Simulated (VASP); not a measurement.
# Ru (Cmce) in VASP: relaxation of cell and atoms with r2SCAN

Aim: the relaxation of cell and atoms of Ru with r2SCAN.

All numbers are computed with VASP 6.6.1; they aren't measurements. Logs are shortened: lines on timing, memory, paths and dates and some standing lists are left out, and cuts for length are marked.

### Step 1. The cell of the first run

The structure is orthorhombic, space group Cmce (No. 64). The conventional cell has a = 3.000 Å, b = 9.518 Å, c = 3.970 Å, α = 90.00°, β = 90.00°, γ = 90.00°. Within 2.6 Å of Ru (site symmetry m) lie 3 Ru at 1.97 to 2.00 Å.

### Step 2. Relaxation of cell and atoms, r2SCAN

The input, POSCAR:

```
Ru
1.0
    1.5001501721     -4.7587845338      0.0000000000
    1.5001501721      4.7587845338      0.0000000000
    0.0000000000      0.0000000000      3.9701859539
Ru
4
Direct
    0.0980000000      0.9020000000      0.9100000000
    0.5980000000      0.4020000000      0.5900000000
    0.9020000000      0.0980000000      0.0900000000
    0.4020000000      0.5980000000      0.4100000000
```

The input, INCAR.step1:

```
SYSTEM = Ru
ALGO     = Normal         ! electronic algorithm
EDIFF    = 1E-4           ! SCF threshold, eV
ENCUT    = 600            ! plane-wave cutoff, eV
GGA      = PE             ! functional
ISMEAR   = 0              ! smearing method
LASPH    = .True.         ! aspherical terms in the spheres
LCHARG   = .False.        ! write CHGCAR
LREAL    = .False.        ! projectors in reciprocal space
LWAVE    = .True.         ! write WAVECAR
NELM     = 100            ! most SCF steps
PREC     = Accurate       ! precision mode
SIGMA    = 0.1            ! smearing width, eV
```

The input, INCAR.step2:

```
SYSTEM = Ru
ALGO     = Normal         ! electronic algorithm
EDIFF    = 1E-7           ! SCF threshold, eV
EDIFFG   = -0.04          ! ionic threshold
ENCUT    = 600            ! plane-wave cutoff, eV
IBRION   = 2              ! ionic algorithm
ISIF     = 3              ! what is computed and relaxed
ISMEAR   = 0              ! smearing method
ISTART   = 1            
LASPH    = .True.         ! aspherical terms in the spheres
LCHARG   = .False.        ! write CHGCAR
LMIXTAU  = .True.       
LREAL    = .False.        ! projectors in reciprocal space
LWAVE    = .False.        ! write WAVECAR
METAGGA  = R2SCAN         ! meta-GGA
NELM     = 100            ! most SCF steps
NSW      = 90             ! ionic steps
PREC     = Accurate       ! precision mode
SIGMA    = 0.1            ! smearing width, eV
```

The input, KPOINTS:

```
k-points
0
Gamma
  6 6 4
  0 0 0
```

Potentials or basis: VASP PAW PBE potentials, release 64 (Ru_pv).

The run is started by

```
cat potpaw_PBE.64/Ru_pv/POTCAR > POTCAR
cp INCAR.step1 INCAR
mpirun -np 1 vasp_std > vasp.out
cp INCAR.step2 INCAR
mpirun -np 1 vasp_std > vasp.out
```

OUTCAR:

```text
SYSTEM = Ru
   EDIFF = 1E-7
   EDIFFG = -0.04
   ENCUT = 600
   IBRION = 2
   ISIF = 3
   ISMEAR = 0
   ISTART = 1
   LASPH = .True.
   LREAL = .False.
   METAGGA = R2SCAN
   NELM = 100
   NSW = 90
   PREC = Accurate

 ion  position               nearest neighbor table
   1  0.098  0.902  0.910-   2 1.97   2 1.97   3 2.00   2 3.09   2 3.09   4 3.11   4 3.11   4 3.11
                             4 3.11   3 3.34   3 3.34
   2  0.598  0.402  0.590-   1 1.97   1 1.97   4 2.00   1 3.09   1 3.09   3 3.11   3 3.11   3 3.11
                             3 3.11   4 3.34   4 3.34
   3  0.902  0.098  0.090-   4 1.97   4 1.97   1 2.00   4 3.09   4 3.09   2 3.11   2 3.11   2 3.11
                             2 3.11   1 3.34   1 3.34
   4  0.402  0.598  0.410-   3 1.97   3 1.97   2 2.00   3 3.09   3 3.09   1 3.11   1 3.11   1 3.11
                             1 3.11   2 3.34   2 3.34

  LATTYP: Found a base centered orthorhombic cell.
 ALAT       =     3.0003003442
 B/A-ratio  =     3.1722054380
 C/A-ratio  =     1.3232628399

  Lattice vectors:

 A1 = (   1.5001501721,  -4.7587845338,   0.0000000000)
 A2 = (   1.5001501721,   4.7587845338,   0.0000000000)
 A3 = (   0.0000000000,   0.0000000000,   3.9701859539)

Analysis of symmetry for initial positions (statically):
=====================================================================
 Subroutine PRICEL returns:
 Original cell was already a primitive cell.

 Routine SETGRP: Setting up the symmetry group for a
 base centered orthorhombic supercell.

 Subroutine GETGRP returns: Found  8 space group operations
 (whereof  4 operations were pure point group operations)
 out of a pool of  8 trial point group operations.

The static configuration has the point symmetry C_2h.
 The point group associated with its full space group is D_2h.

Analysis of symmetry for dynamics (positions and initial velocities):
=====================================================================
 Subroutine PRICEL returns:
 Original cell was already a primitive cell.

 Routine SETGRP: Setting up the symmetry group for a
 base centered orthorhombic supercell.

 Subroutine GETGRP returns: Found  8 space group operations
 (whereof  4 operations were pure point group operations)
 out of a pool of  8 trial point group operations.

The dynamic configuration has the point symmetry C_2h.
 The point group associated with its full space group is D_2h.

 Subroutine INISYM returns: Found  8 space group operations
 (whereof  4 operations are pure point group operations),
 and found     1 'primitive' translations

----------------------------------------------------------------------------------------

[... 112 lines left out ...]
   EFERMI_NEDOS =   21; number of points for ismear=-14 and -15
   IALGO  =     38    algorithm
   IMIX   =      4    mixing-type and parameters
     AMIX     =   0.40;   BMIX     =  1.00
     AMIX_MAG =   1.60;   BMIX_MAG =  1.00
  volume/ion in A,a.u.               =      14.17        95.63
  Fermi-wavevector in a.u.,A,eV,Ry     =   1.630473  3.081147 36.170306  2.658442
  Thomas-Fermi vector in A             =   2.722768
   LORBIT       =      0    0 simple, 1 ext, 2 COOP (PROOUT), +10 PAW based schemes
   METAGGA = R2SCAN    functional components
   LHFCALC =     F    Hartree Fock is set to
   AEXX    =    0.0000 exact exchange contribution
   IVDW    =     0    specifies the selected vdW correction
   LEPSILON=     F    determine dielectric tensor
   LRPA    =     F    only Hartree local field effects (RPA)
 conjugate gradient relaxation of ions
 non-spin polarized calculation
 Gauss-broadening in eV      SIGMA  =   0.10
  energy-cutoff  :      600.00
  volume of cell :       56.69
 maximum number of plane-waves:      1908
   NGX = 19   NGY = 19   NGZ = 15

--------------------------------------- Ionic step        1  -------------------------------------------

 number of electron      56.0000000 magnetization

 Free energy of the ion-electron system (eV)
  ---------------------------------------------------
  ext. energy  EPLUGINS =         0.00000000
  ---------------------------------------------------
  free energy    TOTEN  =       -84.80747367 eV

  energy without entropy =      -84.80156296  energy(sigma->0) =      -84.80451831

------------------------ aborting loop because EDIFF is reached ----------------------------------------

  FORCE on cell =-STRESS in cart. coord.  units (eV):
  Direction    XX          YY          ZZ          XY          YZ          ZX
  --------------------------------------------------------------------------------------
  -------------------------------------------------------------------------------------
  Total       73.8138111     43.1624652     57.1549346      0.0000000      0.0000000      0.0000000
  in kB     2086.2991917   1219.9589063   1615.4469214      0.0000000      0.0000000      0.0000000
  external PRESSURE =    1640.5683398 kB  Pullay stress =       0.0000000 kB
[... 897 lines left out ...]
     32      -1.0249      0.00821
     33      -1.0203      0.00674

 [... further k-points ...]

------------------------ aborting loop EDIFF was not reached (unconverged)  ----------------------------

  FORCE on cell =-STRESS in cart. coord.  units (eV):
  Direction    XX          YY          ZZ          XY          YZ          ZX
  --------------------------------------------------------------------------------------
  -------------------------------------------------------------------------------------
  Total      -78.2852740    -20.7933678    -41.4688201      0.0000000      0.0000000      0.0000000
  in kB     -455.7029690   -121.0393594   -241.3923268      0.0000000      0.0000000      0.0000000
  external PRESSURE =    -272.7115517 kB  Pullay stress =       0.0000000 kB
[... 1804 lines left out ...]
     32      11.1846      0.00000
     33      11.4480      0.00000

 [... further k-points ...]

[... ionic steps 4 to 32 ...]

--------------------------------------- Ionic step       33  -------------------------------------------

 number of electron      56.0000007 magnetization

------------------------ aborting loop because EDIFF is reached ----------------------------------------
[... 71 lines left out ...]
--------------------------------------- Ionic step       35  -------------------------------------------

 number of electron      55.9999998 magnetization

 Free energy of the ion-electron system (eV)
  ---------------------------------------------------
  ext. energy  EPLUGINS =         0.00000000
  ---------------------------------------------------
  free energy    TOTEN  =       -99.27963077 eV

  energy without entropy =      -99.25970052  energy(sigma->0) =      -99.26966565

 E-fermi :  11.6503     XC(G=0): -14.7778

 val. band max:       11.6463110319   @ k =   0.5000   0.5000   0.5000
 cond. band min:      11.6534870870   @ k =   0.3333   0.3333   0.2500
 fundamental gap:      0.0071760551
 Fermi energy:        11.6503434705
[... 895 lines left out ...]
  FREE ENERGIE OF THE ION-ELECTRON SYSTEM (eV)
  ---------------------------------------------------
  free  energy   TOTEN  =       -99.2796307729 eV

  energy  without entropy=      -99.2597005177  energy(sigma->0) =      -99.26966565

 reached required accuracy - stopping structural energy minimisation
```

OUTCAR.step1:

```text
SYSTEM = Ru
   EDIFF = 1E-4
   ENCUT = 600
   GGA = PE
   ISMEAR = 0
   LASPH = .True.
   LREAL = .False.
   NELM = 100
[... 1098 lines left out ...]
      1.50015     -0.93272      2.34241         0.000000    -13.091780    -14.522606
      1.50015     -3.82606      0.35732         0.000000     13.091780    -14.522606
      1.50015      0.93272      1.62778         0.000000     13.091780     14.522606
 -----------------------------------------------------------------------------------
    total drift:                                0.000000      0.000000      0.000000

  FREE ENERGIE OF THE ION-ELECTRON SYSTEM (eV)
  ---------------------------------------------------
  free  energy   TOTEN  =       -19.6506468570 eV

  energy  without entropy=      -19.6435721661  energy(sigma->0) =      -19.64710951
```

Run time: 1.6 h. Hardware: 1 thread of Intel Xeon 6975P-C (Granite Rapids), shared host; peak memory 0.3 GiB.

Results:

```
Free energy                           : -99.2796 eV
Relaxed volume                        : 14.56 Å³/atom
Relaxed cell                          : a = 4.802 Å, b = 4.802 Å, c = 4.628 Å, α = 90.00°, β = 90.00°, γ = 146.91°
Space group after relaxing (to 0.1 Å) : Cmce (No. 64)
Pressure after relaxing               : 0.2 GPa
Largest force after relaxing          : 0.010 eV/Å
Band gap on the k mesh                : zero (bands 28 and 29 overlap by 1.88 eV)
```

Forces on the atoms (eV/Å):
```
Ru   0.000 -0.008  0.006
Ru   0.000 -0.008 -0.006
Ru   0.000  0.008 -0.006
Ru   0.000  0.008  0.006
```

Final structure:
```yaml
crystal:
  lattice:
    - [1.36720, -4.60278, 0.00000]
    - [1.36720, 4.60278, 0.00000]
    - [0.00000, 0.00000, 4.62756]
  atoms:
    - { symbol: Ru, position: [0.12652, 0.87348, 0.01976] }
    - { symbol: Ru, position: [0.62652, 0.37348, 0.48024] }
    - { symbol: Ru, position: [0.87348, 0.12652, 0.98024] }
    - { symbol: Ru, position: [0.37348, 0.62652, 0.51976] }
```

Levels at points of the mesh, in eV from the Fermi level:
```csv
k point,band 24,band 25,band 26,band 27,band 28,band 29,band 30,band 31,band 32,band 33
"(0.00, 0.00, 0.00)",-1.15,-0.98,-0.97,-0.20,-0.19,-0.05,0.54,0.58,1.18,2.04
"(0.50, 0.00, 0.00)",-2.32,-1.19,-1.19,-0.54,-0.54,0.41,0.41,1.84,1.84,4.18
"(0.50, 0.50, 0.00)",-2.03,-1.89,-1.84,-1.27,-0.94,0.63,1.05,1.65,1.78,2.22
"(0.00, 0.00, 0.50)",-1.46,-1.06,-1.06,-1.03,-1.03,-0.39,-0.39,0.48,0.48,0.50
"(0.50, 0.00, 0.50)",-1.29,-0.14,-0.14,0.76,0.76,1.67,1.67,1.88,1.88,3.84
"(0.50, 0.50, 0.50)",-2.13,-1.54,-1.54,-1.24,-1.24,0.00,0.00,0.36,0.36,1.51
```

Caveat: the k points lie up to 0.40 Å⁻¹ apart in the final cell, too coarse for converged energies and pressures of a metal; a cell axis changed by over 15 % at a fixed basis, so the end point is rough; the PAW data sets were made with another functional, which shifts forces and pressure a little.
